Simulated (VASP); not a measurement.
Set up this calculation in VASP 6.6.1, as the native input.

```
Task                   : relaxation of cell and atoms
Functional             : PBEsol
Potentials or basis    : VASP PAW PBE potentials, release 64 (Cl)
Cutoff                 : 600 eV
k mesh                 : 15 × 15 × 8
Occupations            : fermi-dirac, width 0.08 eV
Spin                   : no spin polarisation
Dipole correction      : no
Further INCAR settings : ALGO = Normal; EDIFF = 1e-06; IBRION = 2; EDIFFG = -0.005; NSW = 60; ISIF = 3
```

The structure of Cl lies in POSCAR:

```
Cl
1.0
    3.1535690409      0.0000000000      0.0000000000
   -1.5767845204      2.7310709020      0.0000000000
    0.0000000000      0.0000000000      5.1087818462
Cl
2
Direct
    0.3333333333      0.6666666667      0.2500000000
    0.6666666667      0.3333333333      0.7500000000
```

The input as run:

INCAR

```
  PREC = Accurate
  ENCUT = 600
  EDIFF = 1E-6
  ISMEAR = -1
  SIGMA = 0.08
  LREAL = False
  LASPH = True
  NELM = 80
  ALGO = Normal
  ISIF = 3
  LWAVE = False
  LCHARG = False
  GGA = PS
  IBRION = 2
  NSW = 60
  EDIFFG = -0.005
```

KPOINTS

```
regular mesh
0
Gamma
  15 15 8
```

Potentials or basis: VASP PAW PBE potentials, release 64 (Cl).

Launch:

```sh
$ cat potpaw_PBE.64/Cl/POTCAR > POTCAR
$ mpirun -np 1 vasp_std > vasp.out
```

It gave:

The relaxed volume is 20.53 Å³/atom, the relaxed cell is a = 3.481 Å, b = 3.481 Å, c = 3.913 Å, α = 90.00°, β = 90.00°, γ = 120.00° and the space group after relaxing (to 0.1 Å) is P6_3/mmc (No. 194). The energy gained by relaxing is 216.0 meV/atom. The ionic steps are 38 and the pressure after relaxing is 0.0 GPa. The band gap on the k mesh is zero (bands 7 and 8 overlap by 2.08 eV).

Caveat: a cell axis changed by over 15 % at a fixed basis, so the end point is rough; the PAW data sets were made with another functional, which shifts forces and pressure a little.

Run time: 17 min on 1 thread of Intel(R) Xeon(R) Platinum 8175M CPU @ 2.50GHz (Skylake/Cascade Lake), on a shared host, peak memory 0.23 GiB.
